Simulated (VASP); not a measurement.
# MgO in VASP: further runs

MgO is run at these levels: LDA; tasks: single point.

Everything below comes from runs of VASP 6.6.1. Logs are shortened: lines on timing, memory, paths and dates and some standing lists are left out, and cuts for length are marked.

**1. The cell of the first run**

Symmetry: Fm-3m, No. 225, cubic system. The conventional cell has a = 4.217 Å, b = 4.217 Å, c = 4.217 Å, α = 90.00°, β = 90.00°, γ = 90.00°. Mg (site symmetry m-3m) has 6 O at 2.11 Å within 2.8 Å. Within 2.8 Å of O (site symmetry m-3m) lie 6 Mg at 2.11 Å.

**2. Single point, LDA**

File INCAR:

```
SYSTEM = MgO
ALGO = Normal
EDIFF = 1E-6
ENCUT = 840
GGA = CA
GGA_COMPAT = .FALSE.
ISIF = 2
ISMEAR = -1
LASPH = .TRUE.
LCHARG = .TRUE.
LELF = .TRUE.
LREAL = .FALSE.
LVHAR = .TRUE.
LWAVE = .FALSE.
NBANDS = 15
NELM = 120
PREC = Accurate
SIGMA = 0.02
```

File KPOINTS:

```
k-points
0
G
  8 8 8
  0 0 0
```

File POSCAR:

```
MgO
1.0
    0.0000000000      2.1085000000      2.1085000000
    2.1085000000      0.0000000000      2.1085000000
    2.1085000000      2.1085000000      0.0000000000
Mg O
1 1
Direct
    0.0000000000      0.0000000000      0.0000000000
    0.5000000000      0.5000000000      0.5000000000
```

Potentials or basis: VASP PAW LDA potentials, release 64 (Mg_sv, O).

On the command line:

```bash
> cat potpaw_LDA.64/Mg_sv/POTCAR potpaw_LDA.64/O/POTCAR > POTCAR
> mpirun -np 1 vasp_std > vasp.out
```

OUTCAR:

```text
SYSTEM = MgO
   EDIFF = 1E-6
   ENCUT = 840
   GGA = CA
   ISIF = 2
   ISMEAR = -1
   LASPH = .TRUE.
   LREAL = .FALSE.
   NELM = 120
   PREC = Accurate

 ion  position               nearest neighbor table
   1  0.000  0.000  0.000-   2 2.11   2 2.11   2 2.11   2 2.11   2 2.11   2 2.11
   2  0.500  0.500  0.500-   1 2.11   1 2.11   1 2.11   1 2.11   1 2.11   1 2.11

  LATTYP: Found a face centered cubic cell.
 ALAT       =     4.2170000000

  Lattice vectors:

 A1 = (   0.0000000000,   2.1085000000,   2.1085000000)
 A2 = (   2.1085000000,   0.0000000000,   2.1085000000)
 A3 = (   2.1085000000,   2.1085000000,   0.0000000000)

Analysis of symmetry for initial positions (statically):
=====================================================================
 Subroutine PRICEL returns:
 Original cell was already a primitive cell.

 Routine SETGRP: Setting up the symmetry group for a
 face centered cubic supercell.

 Subroutine GETGRP returns: Found 48 space group operations
 (whereof 48 operations were pure point group operations)
 out of a pool of 48 trial point group operations.

The static configuration has the point symmetry O_h .

Analysis of symmetry for dynamics (positions and initial velocities):
=====================================================================
 Subroutine PRICEL returns:
 Original cell was already a primitive cell.

 Routine SETGRP: Setting up the symmetry group for a
 face centered cubic supercell.

 Subroutine GETGRP returns: Found 48 space group operations
 (whereof 48 operations were pure point group operations)
 out of a pool of 48 trial point group operations.

The dynamic configuration has the point symmetry O_h .

 Subroutine INISYM returns: Found 48 space group operations
 (whereof 48 operations are pure point group operations),
 and found     1 'primitive' translations

----------------------------------------------------------------------------------------

                                     Primitive cell

  volume of cell :      18.7478

  direct lattice vectors                    reciprocal lattice vectors
     0.000000000  2.108500000  2.108500000    -0.237135404  0.237135404  0.237135404
     2.108500000  0.000000000  2.108500000     0.237135404 -0.237135404  0.237135404
     2.108500000  2.108500000  0.000000000     0.237135404  0.237135404 -0.237135404

  length of vectors
     2.981869296  2.981869296  2.981869296     0.410730569  0.410730569  0.410730569

  position of ions in fractional coordinates (direct lattice)
     0.000000000  0.000000000  0.000000000
     0.500000000  0.500000000  0.500000000

  ion indices of the primitive-cell ions
   primitive index   ion index
                 1           1
                 2           2

----------------------------------------------------------------------------------------

 KPOINTS: k-points

Automatic generation of k-mesh.
 Grid dimensions read from file:
 generate k-points for:    8    8    8

 Generating k-lattice:

  Cartesian coordinates                     Fractional coordinates (reciprocal lattice)
    -0.029641926  0.029641926  0.029641926     0.125000000  0.000000000  0.000000000
     0.029641926 -0.029641926  0.029641926     0.000000000  0.125000000  0.000000000
     0.029641926  0.029641926 -0.029641926     0.000000000  0.000000000  0.125000000

  Length of vectors
     0.051341321  0.051341321  0.051341321

  Shift w.r.t. Gamma in fractional coordinates (k-lattice)
     0.000000000  0.000000000  0.000000000

 Subroutine IBZKPT returns following result:
 ===========================================

 Found     29 irreducible k-points:

 Following reciprocal coordinates:
            Coordinates               Weight
  0.000000  0.000000  0.000000      1.000000
  0.125000  0.000000  0.000000      8.000000
  0.250000  0.000000  0.000000      8.000000
  0.375000  0.000000  0.000000      8.000000
  0.500000  0.000000  0.000000      4.000000
  0.125000  0.125000  0.000000      6.000000
[... 16 lines left out ...]
  0.500000  0.250000  0.125000     48.000000
 -0.375000  0.250000  0.125000     24.000000
 [... further k-points ...]
   k-points           NKPTS =     29   k-points in BZ     NKDIM =     29   number of bands    NBANDS=     15
   number of dos      NEDOS =    301   number of ions     NIONS =      2
   total plane-waves  NPLWV =  21952
   dimension x,y,z NGX =    28 NGY =   28 NGZ =   28
   dimension x,y,z NGXF=    56 NGYF=   56 NGZF=   56
   ions per type =               1   1
   NGX,Y,Z   is equivalent  to a cutoff of  15.61, 15.61, 15.61 a.u.
   NGXF,Y,Z  is equivalent  to a cutoff of  31.22, 31.22, 31.22 a.u.
 SYSTEM =  MgO
   PREC   = accura    normal or accurate (medium, high low for compatibility)
   ISTART =      0    job   : 0-new  1-cont  2-samecut
   ICHARG =      2    charge: 1-file 2-atom 10-const
   ISPIN  =      1    spin polarized calculation?
   LNONCOLLINEAR =      F non collinear calculations
   LSORBIT =      F    spin-orbit coupling
   LASPH  =      T    aspherical Exc in radial PAW
   ENCUT  =  840.0 eV  61.74 Ry    7.86 a.u.   7.05  7.05  7.05*2*pi/ulx,y,z
   NELM   =    120;   NELMIN=  2; NELMDL= -5     # of ELM steps
   EDIFF  = 0.1E-05   stopping-criterion for ELM
   LREAL  =      F    real-space projection
   EDIFFG = 0.1E-04   stopping-criterion for IOM
   NSW    =      0    number of steps for IOM
   IBRION =     -1    ionic relax: 0-MD 1-quasi-New 2-CG
   NFREE  =      0    steps in history (QN), initial steepest desc. (CG)
   ISIF   =      2    stress and relaxation
   ISYM   =      2    0-nonsym 1-usesym 2-fastsym
   POTIM  = 0.5000    time-step for ionic-motion
   TEBEG  =    0.0;   TEEND  =   0.0 temperature during run
   PSTRESS=    0.0 pullay stress
   NELECT =      16.0000    total number of electrons
   NUPDOWN=      -1.0000    fix difference up-down
   EMIN   =  10.00;   EMAX   =-10.00  energy-range for DOS
   EFERMI =   0.00;   METHOD = LEGACY
   ISMEAR =    -1;   SIGMA  =   0.02  broadening in eV -4-tet -1-fermi 0-gaus
   EFERMI_NEDOS =   21; number of points for ismear=-14 and -15
   IALGO  =     38    algorithm
   IMIX   =      4    mixing-type and parameters
     AMIX     =   0.40;   BMIX     =  1.00
     AMIX_MAG =   1.60;   BMIX_MAG =  1.00
  volume/ion in A,a.u.               =       9.37        63.26
  Fermi-wavevector in a.u.,A,eV,Ry     =   1.552856  2.934473 32.808574  2.411362
  Thomas-Fermi vector in A             =   2.657171
   LORBIT       =      0    0 simple, 1 ext, 2 COOP (PROOUT), +10 PAW based schemes
   GGA     = CA    functional components
   LHFCALC =     F    Hartree Fock is set to
   AEXX    =    0.0000 exact exchange contribution
   IVDW    =     0    specifies the selected vdW correction
   LEPSILON=     F    determine dielectric tensor
   LRPA    =     F    only Hartree local field effects (RPA)
 non-spin polarized calculation
  energy-cutoff  :      840.00
  volume of cell :       18.75
 maximum number of plane-waves:      1056
   NGX = 15   NGY = 15   NGZ = 15

 number of electron      15.9999995 magnetization

 Free energy of the ion-electron system (eV)
  ---------------------------------------------------
  ext. energy  EPLUGINS =         0.00000000
  ---------------------------------------------------
  free energy    TOTEN  =       -13.22243212 eV

  energy without entropy =      -13.22243212  energy(sigma->0) =      -13.22243212

 E-fermi :   3.1119     XC(G=0): -11.9150

 val. band max:        2.5549366137   @ k =   0.0000   0.0000   0.0000
 cond. band min:       7.1891986427   @ k =   0.0000   0.0000   0.0000
 fundamental gap:      4.6342620290
 Fermi energy:         3.1119236244

 k-point     1 :       0.0000    0.0000    0.0000
  band No.  band energies     occupation
      1     -68.7936      2.00000
      2     -36.2550      2.00000
      3     -36.2550      2.00000
      4     -36.2550      2.00000
      5     -14.4115      2.00000
      6       2.5549      2.00000
      7       2.5549      2.00000
      8       2.5549      2.00000
      9       7.1892      0.00000
     10      18.0657      0.00000
     11      18.0657      0.00000
     12      18.0657      0.00000
     13      22.0833      0.00000
     14      23.7147      0.00000
     15      23.7147      0.00000

 k-point     2 :       0.1250    0.0000    0.0000
  band No.  band energies     occupation
      1     -68.7920      2.00000
      2     -36.2682      2.00000
      3     -36.2563      2.00000
      4     -36.2563      2.00000
      5     -14.2379      2.00000
      6       1.5924      2.00000
      7       2.4500      2.00000
      8       2.4500      2.00000
      9       8.0952      0.00000
     10      16.4180      0.00000
     11      18.4212      0.00000
     12      18.4212      0.00000
     13      22.7220      0.00000
     14      22.7220      0.00000
     15      24.1713      0.00000

 k-point     3 :       0.2500    0.0000    0.0000
  band No.  band energies     occupation
      1     -68.7888      2.00000
      2     -36.3002      2.00000
      3     -36.2596      2.00000
      4     -36.2596      2.00000
      5     -13.7864      2.00000
      6      -0.1291      2.00000
      7       2.2084      2.00000
      8       2.2084      2.00000
      9       9.5113      0.00000
     10      14.8922      0.00000
     11      18.8971      0.00000
     12      18.8971      0.00000
     13      22.3320      0.00000
     14      22.3320      0.00000
     15      24.1950      0.00000
[... 343 lines left out ...]
 k-point    23 :       0.5000    0.2500    0.1250
  band No.  band energies     occupation
      1     -68.7837      2.00000
      2     -36.3231      2.00000
      3     -36.2839      2.00000
      4     -36.2690      2.00000
      5     -13.0742      2.00000
      6      -1.1914      2.00000
      7       0.8086      2.00000
      8       1.6750      2.00000
      9      11.8698      0.00000
     10      13.9878      0.00000
     11      16.1656      0.00000
     12      19.3534      0.00000
     13      21.9102      0.00000
     14      24.6029      0.00000
     15      28.1732      0.00000

 k-point    24 :      -0.3750    0.2500    0.1250
  band No.  band energies     occupation
      1     -68.7827      2.00000
      2     -36.3304      2.00000
      3     -36.2862      2.00000
      4     -36.2717      2.00000
      5     -12.8976      2.00000
      6      -1.4927      2.00000
      7       0.6000      2.00000
      8       1.5542      2.00000
      9      12.0367      0.00000
     10      14.5269      0.00000
     11      15.7411      0.00000
     12      19.1113      0.00000
     13      22.7712      0.00000
     14      24.2557      0.00000
     15      28.3108      0.00000

 [... further k-points ...]

------------------------ aborting loop because EDIFF is reached ----------------------------------------

  FORCE on cell =-STRESS in cart. coord.  units (eV):
  Direction    XX          YY          ZZ          XY          YZ          ZX
  --------------------------------------------------------------------------------------
  -------------------------------------------------------------------------------------
  Total       -0.7102439     -0.7102439     -0.7102439      0.0000000      0.0000000     -0.0000000
  in kB      -60.6970041    -60.6970041    -60.6970041      0.0000000      0.0000000     -0.0000000
  external PRESSURE =     -60.6970041 kB  Pullay stress =       0.0000000 kB

 VOLUME and BASIS-vectors are now :
 -----------------------------------------------------------------------------
  energy-cutoff  :      840.00
  volume of cell :       18.75
      direct lattice vectors                 reciprocal lattice vectors
     0.000000000  2.108500000  2.108500000    -0.237135404  0.237135404  0.237135404
     2.108500000  0.000000000  2.108500000     0.237135404 -0.237135404  0.237135404
     2.108500000  2.108500000  0.000000000     0.237135404  0.237135404 -0.237135404

 POSITION                                       TOTAL-FORCE (eV/Angst)
 -----------------------------------------------------------------------------------
      0.00000      0.00000      0.00000        -0.000000     -0.000000     -0.000000
      2.10850      2.10850      2.10850         0.000000      0.000000      0.000000
 -----------------------------------------------------------------------------------
    total drift:                                0.000000      0.000000      0.000000

  FREE ENERGIE OF THE ION-ELECTRON SYSTEM (eV)
  ---------------------------------------------------
  free  energy   TOTEN  =       -13.2224321176 eV

  energy  without entropy=      -13.2224321176  energy(sigma->0) =      -13.22243212
```

It took 11 s on 1 thread of AMD EPYC 7R13 (Zen 3), shared host; peak memory 0.11 GiB.

What came out:

```yaml
Free_energy: -13.2224 eV
Pressure: -6.1 GPa
Band_gap_on_the_k_mesh: 4.63 eV
```

Levels at points of the mesh, in eV from the valence-band top:
| k point | band 5 | band 6 | band 7 | band 8 | band 9 | band 10 | band 11 | band 12 |
| --- | --- | --- | --- | --- | --- | --- | --- | --- |
| (0.00, 0.00, 0.00) | -16.97 | 0.00 | 0.00 | 0.00 | 4.63 | 15.51 | 15.51 | 15.51 |
| (0.50, 0.00, 0.00) | -15.60 | -4.68 | -0.66 | -0.66 | 7.72 | 12.37 | 15.98 | 15.98 |
| (0.50, 0.50, 0.00) | -15.37 | -4.11 | -1.36 | -1.36 | 8.89 | 9.69 | 12.86 | 18.59 |

Caveat: the cell stands under tension.

**3. Single point, LDA**

File INCAR:

```
SYSTEM = MgO
PREC = Accurate
ENCUT = 840
EDIFF = 1E-6
ISMEAR = -1
SIGMA = 0.02
LREAL = .FALSE.
LASPH = .TRUE.
NELM = 120
ALGO = Normal
ISIF = 2
LWAVE = .FALSE.
LCHARG = .FALSE.
GGA = CA
NBANDS = 15
GGA_COMPAT = .FALSE.
```

File KPOINTS:

```
regular mesh
0
G
  8 8 8
  0 0 0
```

File POSCAR:

```
MgO
1.0
   -0.0210850000      2.1085000000      2.1085000000
    2.1085000000     -0.0210850000      2.1085000000
    2.0874150000      2.0874150000      0.0000000000
Mg O
1 1
Direct
    0.0000000000      0.0000000000      0.0000000000
    0.5000000000      0.5000000000      0.5000000000
```

Potentials or basis: VASP PAW LDA potentials, release 64 (Mg_sv, O).

On the command line:

```bash
> cat potpaw_LDA.64/Mg_sv/POTCAR potpaw_LDA.64/O/POTCAR > POTCAR
> mpirun -np 1 vasp_std > vasp.out
```

It took 52 s on 1 thread of AMD EPYC 7R43 (Zen 3), shared host; peak memory 0.13 GiB.

Results (log left out):

```yaml
Free_energy: -13.2191 eV
Pressure: -6.1 GPa
Band_gap_on_the_k_mesh: 4.55 eV
```

Stress tensor (GPa, compression positive):
```
-6.03  2.91  0.00
 2.91 -6.03  0.00
 0.00  0.00 -6.11
```

Levels at points of the mesh, in eV from the valence-band top:
```
           k point  band 4  band 5  band 6  band 7  band 8  band 9  band 10  band 11  band 12  band 13
(0.00, 0.00, 0.00)  -38.89  -17.04   -0.15   -0.08    0.00    4.55    15.15    15.44    15.73    19.44
(0.50, 0.00, 0.00)  -38.90  -15.70   -4.79   -0.74   -0.66    7.71    12.18    15.95    16.14    20.58
(0.50, 0.50, 0.00)  -38.92  -15.45   -4.18   -1.56   -1.31    8.75     9.69    12.78    18.32    18.72
(0.00, 0.00, 0.50)  -38.89  -15.65   -4.72   -0.82   -0.74    7.57    12.40    15.66    15.86    20.40
(0.50, 0.00, 0.50)  -38.92  -15.44   -4.18   -1.44   -1.44    8.82     9.62    12.77    18.52    18.52
```

Caveat: the cell stands under tension. A hybrid or GW would open this gap; LDA tends to underestimate it.

**4. Single point, LDA**

File INCAR:

```
PREC = Accurate ; ENCUT = 840
EDIFF = 1E-6 ; ISMEAR = -1
SIGMA = 0.02 ; LREAL = False
LASPH = True ; NELM = 120
ALGO = Normal ; ISIF = 2
LWAVE = False ; LCHARG = False
NBANDS = 15 ; GGA_COMPAT = False
```

File KPOINTS:

```
regular mesh
0
Gamma
  8 8 8
```

File POSCAR:

```
MgO
1.0
    0.0316275000      2.1085000000      2.1085000000
    2.1085000000      0.0316275000      2.1085000000
    2.1401275000      2.1401275000      0.0000000000
Mg O
1 1
Direct
    0.0000000000      0.0000000000      0.0000000000
    0.5000000000      0.5000000000      0.5000000000
```

On the command line:

```bash
> cat potpaw_LDA.64/Mg_sv/POTCAR potpaw_LDA.64/O/POTCAR > POTCAR
> mpirun -np 1 vasp_std > vasp.out
```

Wall time 38 s (1 thread of Intel Xeon Platinum 8375C at 2.90GHz (Ice Lake), shared host); peak memory 0.17 GiB.

Results (log left out):

```
Free energy            : -13.2149 eV
Pressure               : -6.0 GPa
Band gap on the k mesh : 4.51 eV
```

Stress tensor (GPa, compression positive):
```
-5.98 -4.37  0.00
-4.37 -5.98  0.00
 0.00  0.00 -6.16
```

Levels at points of the mesh, in eV from the valence-band top:
```tsv
k point	band 5	band 6	band 7	band 8	band 9	band 10	band 11	band 12
(0.00, 0.00, 0.00)	-17.08	-0.23	-0.12	0.00	4.51	14.97	15.41	15.84
(0.50, 0.00, 0.00)	-15.67	-4.74	-0.90	-0.79	7.50	12.41	15.51	15.80
(0.50, 0.50, 0.00)	-15.49	-4.22	-1.66	-1.29	8.64	9.72	12.74	18.18
(0.00, 0.00, 0.50)	-15.75	-4.85	-0.78	-0.65	7.70	12.09	15.94	16.23
(0.50, 0.00, 0.50)	-15.48	-4.22	-1.48	-1.47	8.78	9.58	12.73	18.48
```

Caveat: the cell stands under tension.

(Continued in part 2 of 2.)
